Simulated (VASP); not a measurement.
# Rh (Fm-3m) in VASP: a series of runs, part 2 of 3

VASP 6.6.1. Earlier steps stand in the parts before.

## 4. Single point, HSE06

This run uses another cell than the first one, of 13.55 Å³/atom, 0.991 times its volume.

File POSCAR:

```
Rh
1.0
    0.0000000000      1.8919804515      1.8919804515
    1.8919804515      0.0000000000      1.8919804515
    1.8919804515      1.8919804515      0.0000000000
Rh
1
Direct
    0.0000000000      0.0000000000      0.0000000000
```

File INCAR.step1:

```
PREC = Accurate
ENCUT = 520
EDIFF = 1E-5
ISMEAR = -1
SIGMA = 0.05
LREAL = False
LASPH = True
NELM = 100
ALGO = Normal
ISIF = 2
LWAVE = True
GGA = PE
NBANDS = 14
```

File INCAR.step2:

```
PREC = Accurate
ENCUT = 520
EDIFF = 1E-6
ISMEAR = -1
SIGMA = 0.05
LREAL = False
LASPH = True
NELM = 100
ALGO = Normal
ISIF = 2
LWAVE = False
LCHARG = True
GGA = PE
LHFCALC = True
HFSCREEN = 0.2079
PRECFOCK = Normal
LELF = True
LVHAR = True
ISTART = 1
NBANDS = 14
```

File KPOINTS:

```
Automatic mesh
0
Gamma
  6 6 6
```

Potentials or basis: VASP PAW PBE potentials, release 64 (Rh_pv).

On the command line:

```
> cat potpaw_PBE.64/Rh_pv/POTCAR > POTCAR
> cp INCAR.step1 INCAR
> mpirun -np 1 vasp_std > vasp.out
> cp INCAR.step2 INCAR
> mpirun -np 1 vasp_std > vasp.out
```

OUTCAR:

```text
PREC = Accurate
   ENCUT = 520
   EDIFF = 1E-6
   ISMEAR = -1
   LREAL = False
   LASPH = True
   NELM = 100
   ISIF = 2
   GGA = PE
   LHFCALC = True
   HFSCREEN = 0.2079
   PRECFOCK = Normal
   ISTART = 1

 ion  position               nearest neighbor table
   1  0.000  0.000  0.000-

  LATTYP: Found a face centered cubic cell.
 ALAT       =     3.7839609030

  Lattice vectors:

 A1 = (   0.0000000000,   1.8919804515,   1.8919804515)
 A2 = (   1.8919804515,   0.0000000000,   1.8919804515)
 A3 = (   1.8919804515,   1.8919804515,   0.0000000000)

Analysis of symmetry for initial positions (statically):
[... 33 lines left out ...]
                                     Primitive cell

  volume of cell :      13.5450

  direct lattice vectors                    reciprocal lattice vectors
     0.000000000  1.891980452  1.891980452    -0.264273344  0.264273344  0.264273344
     1.891980452  0.000000000  1.891980452     0.264273344 -0.264273344  0.264273344
     1.891980452  1.891980452  0.000000000     0.264273344  0.264273344 -0.264273344

  length of vectors
     2.675664414  2.675664414  2.675664414     0.457734858  0.457734858  0.457734858

[... 132 lines left out ...]
  band No.  band energies     occupation
      1     -37.6918      2.00000
      2     -37.6918      2.00000
      3     -37.6918      2.00000
      4       2.9121      2.00000
      5       7.9941      2.00000
      6       7.9941      2.00000
      7       7.9941      2.00000
      8      10.1560      2.00000
      9      10.1560      2.00000
     10      28.9741      0.00000
     11      34.7431      0.00000
     12      34.7431      0.00000
     13      34.7431      0.00000
     14      37.3234      0.00000
[... 241 lines left out ...]
      1     -38.4254      2.00000
      2     -38.1663      2.00000
      3     -38.0403      2.00000
      4       5.2176      2.00000
      5       5.8740      2.00000
      6       9.1250      2.00000
      7      10.6062      2.00000
      8      13.0470      0.00000
      9      20.0640      0.00000
     10      24.6778      0.00000
     11      24.7012      0.00000
     12      25.9073      0.00000
     13      37.3219      0.00000
     14      37.9013      0.00000

------------------------ aborting loop because EDIFF is reached ----------------------------------------

  FORCE on cell =-STRESS in cart. coord.  units (eV):
  Direction    XX          YY          ZZ          XY          YZ          ZX
  --------------------------------------------------------------------------------------
  -------------------------------------------------------------------------------------
  Total        0.0560004      0.0560004      0.0560004     -0.0000000     -0.0000000     -0.0000000
  in kB        6.6240190      6.6240190      6.6240190     -0.0000000     -0.0000000     -0.0000000
  external PRESSURE =       6.6240190 kB  Pullay stress =       0.0000000 kB

 VOLUME and BASIS-vectors are now :
 -----------------------------------------------------------------------------
  energy-cutoff  :      520.00
  volume of cell :       13.55
      direct lattice vectors                 reciprocal lattice vectors
     0.000000000  1.891980452  1.891980452    -0.264273344  0.264273344  0.264273344
     1.891980452  0.000000000  1.891980452     0.264273344 -0.264273344  0.264273344
     1.891980452  1.891980452  0.000000000     0.264273344  0.264273344 -0.264273344

 POSITION                                       TOTAL-FORCE (eV/Angst)
 -----------------------------------------------------------------------------------
      0.00000      0.00000      0.00000         0.000000     -0.000000      0.000000
 -----------------------------------------------------------------------------------
    total drift:                               -0.000000      0.000000     -0.000000

  FREE ENERGIE OF THE ION-ELECTRON SYSTEM (eV)
  ---------------------------------------------------
  free  energy   TOTEN  =        -8.3539397867 eV

  energy  without entropy=       -8.3425447924  energy(sigma->0) =       -8.34824229
```

OUTCAR.step1:

```text
PREC = Accurate
   ENCUT = 520
   EDIFF = 1E-5
   ISMEAR = -1
   LREAL = False
[... 476 lines left out ...]

 POSITION                                       TOTAL-FORCE (eV/Angst)
 -----------------------------------------------------------------------------------
      0.00000      0.00000      0.00000         0.000000      0.000000     -0.000000
 -----------------------------------------------------------------------------------
    total drift:                                0.000000      0.000000      0.000000

  FREE ENERGIE OF THE ION-ELECTRON SYSTEM (eV)
  ---------------------------------------------------
  free  energy   TOTEN  =        -7.1648475185 eV

  energy  without entropy=       -7.1505582523  energy(sigma->0) =       -7.15770289
```

OSZICAR.step1:

```text
N       E                     dE             d eps       ncg     rms          rms(c)
DAV:   1     0.121911518275E+03    0.12191E+03   -0.88039E+03   454   0.115E+03
DAV:   2    -0.627112635650E+01   -0.12818E+03   -0.12313E+03   502   0.347E+02
DAV:   3    -0.765844476316E+01   -0.13873E+01   -0.13858E+01   550   0.402E+01
DAV:   4    -0.766369636102E+01   -0.52516E-02   -0.52515E-02   508   0.247E+00
DAV:   5    -0.766374464055E+01   -0.48280E-04   -0.48279E-04   520   0.205E-01    0.106E+01
DAV:   6    -0.718372278423E+01    0.48002E+00   -0.79943E-01   472   0.127E+01    0.380E+00
DAV:   7    -0.716856764254E+01    0.15155E-01   -0.13464E-02   490   0.141E+00    0.185E+00
DAV:   8    -0.716492689622E+01    0.36407E-02   -0.24508E-03   466   0.659E-01    0.174E-01
DAV:   9    -0.716485152310E+01    0.75373E-04   -0.36576E-05   496   0.777E-02    0.234E-02
DAV:  10    -0.716484751854E+01    0.40046E-05   -0.25524E-06   272   0.201E-02
   1 F= -.71648475E+01 E0= -.71577029E+01  d E =-.142893E-01
```

It took 7.1 min on 1 thread of Intel Xeon 6975P-C (Granite Rapids), shared host; peak memory 0.23 GiB.

What came out:

| Item | Value |
| --- | --- |
| Free energy | -8.3539 eV |
| Pressure | 0.7 GPa |

Caveat: the k points lie up to 0.48 Å⁻¹ apart; the PAW data sets were made with another functional, which shifts forces and pressure a little.

[end of part 2 of 3]
